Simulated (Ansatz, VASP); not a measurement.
**ZnS: VASP beside Ansatz**

```
Zn S
1.0
     3.88676    0.00000    0.00000
    -1.94338    3.36604    0.00000
     0.00000    0.00000   19.05655
Zn S
6 6
Direct
  0.33333 0.66667 0.83333
  0.66667 0.33333 0.33333
  0.66667 0.33333 0.66667
  0.33333 0.66667 0.16667
  0.00000 0.00000 0.50000
  0.00000 0.00000 0.00000
  0.33333 0.66667 0.95833
  0.66667 0.33333 0.45833
  0.66667 0.33333 0.79167
  0.33333 0.66667 0.29167
  0.00000 0.00000 0.62500
  0.00000 0.00000 0.12500
```

Alike in both runs: task single point; functional BLYP; dispersion D3(BJ); k mesh 8 × 8 × 2; occupations fermi-dirac, width 0.05 eV; no spin polarisation.

```csv
,VASP,Ansatz
version,VASP 6.6.1,Ansatz 0.2.0
potentials or method,"VASP PAW PBE potentials, release 64 (Zn, S)",Ansatz PAW
plane-wave cutoff (eV),520,420
valence electrons in the cell,108,108
```

Ansatz gave:

```
gap on the k mesh at the Fermi level (eV)                     : 1.87
least direct gap on the mesh (eV)                             : 1.87
pressure (GPa)                                                : -4.1
traceless stress, the component that is largest in VASP (GPa) : 0.07
rms of the force components (eV/Å)                            : 0.012
```

Question: Estimate VASP's values.

Answer: gap on the k mesh at the Fermi level (eV): 1.91; least direct gap on the mesh (eV): 1.91; pressure (GPa): -4.0; traceless stress, the component that is largest in VASP (GPa): 0.08; rms of the force components (eV/Å): 0.012.

VASP's potentials were made for PBE, not for BLYP. Atom by atom the forces differ by 0.000 eV/Å (rms over components).
